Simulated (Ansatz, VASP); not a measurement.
## Two plane-wave programs on Ta2AlF3

```
Ta Al F
1.0
     2.94213    0.00000    0.00000
     0.00000    2.94213    0.00000
     0.00000    0.00000   12.10411
Ta Al F
2 1 3
Direct
  0.50000 0.50000 0.88212
  0.50000 0.50000 0.11788
  0.50000 0.50000 0.50000
  0.00000 0.00000 0.00000
  0.00000 0.00000 0.77647
  0.00000 0.00000 0.22353
```

Change from the starting cell: species swapped into the MgSc3Ru2 type (P4/mmm, No. 123).

Alike in both runs: functional PBE; k mesh 14 × 14 × 4; occupations gaussian, width 0.1 eV; no spin polarisation.

Ansatz relaxed the structure, and its values are those at the end. VASP's run is a single point on that final structure, the one shown.

```csv
,VASP,Ansatz
version,VASP 6.6.1,Ansatz 0.2.0
potentials or method,"VASP PAW PBE potentials, release 64 (Ta_pv, Al, F), cutoff 520 eV","scalar-relativistic, plane waves, PAW"
valence electrons in the cell,46,50
```

|  | VASP | Ansatz | Ansatz less VASP |
| --- | --- | --- | --- |
| gap on the k mesh at the Fermi level (eV) | none | none | - |
| pressure (GPa) | -0.1 | 0.0 | +0.09 |
| rms of the force components (eV/Å) | 0.007 | 0.001 | -0.0065 |

A gap of «none» marks a metal or a gap that the smearing closes. The functional is the same, so the differences come from potentials, cutoffs and numerics. VASP's potentials hold 46 valence electrons a cell and Ansatz's 50, so a difference there can come from the potentials and not from the codes.

Spin-orbit coupling is off throughout.
